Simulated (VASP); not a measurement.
Runs of VASP 6.6.1 on GaP. The structure is that of space group F-43m (No. 216), or close to it. The cells are those of the table. 

| cell | gap on the mesh (eV) | pressure (GPa) |
| --- | --- | --- |
| a = 3.841, b = 3.841, c = 3.828 Å, angles 60.1, 60.1, 59.8°, 2 atoms | 1.59 | 3.6 |
| a = 3.835, b = 3.835, c = 3.816 Å, angles 60.2, 60.2, 59.7°, 2 atoms | 1.57 | 4.3 |
| a = 3.867, b = 3.867, c = 3.880 Å, angles 59.9, 59.9, 60.2°, 2 atoms | 1.60 | 1.3 |
| a = 3.848, b = 3.848, c = 3.841 Å, angles 60.1, 60.1, 59.9°, 2 atoms | (a) | (b) |
| a = 3.854 Å, angles 60.0°, 2 atoms | 1.65 | 2.4 |
| a = 3.873, b = 3.873, c = 3.893 Å, angles 59.8, 59.8, 60.3°, 2 atoms | 1.57 | 0.8 |
| a = 3.861, b = 3.861, c = 3.867 Å, angles 59.9, 59.9, 60.1°, 2 atoms | 1.64 | 1.9 |

Alike in all rows: task single point; level PBE; potentials or basis VASP PAW PBE potentials, release 64 (Ga_d, P); no spin polarisation; k mesh 6 × 6 × 6; cutoff (eV) 500; smearing gaussian 0.02 eV.

Question: Fill in the values left out.

Answer: (a) 1.62; (b) 3.0.

A k mesh can miss the band edges, and the runs leave out spin-orbit coupling on Ga.
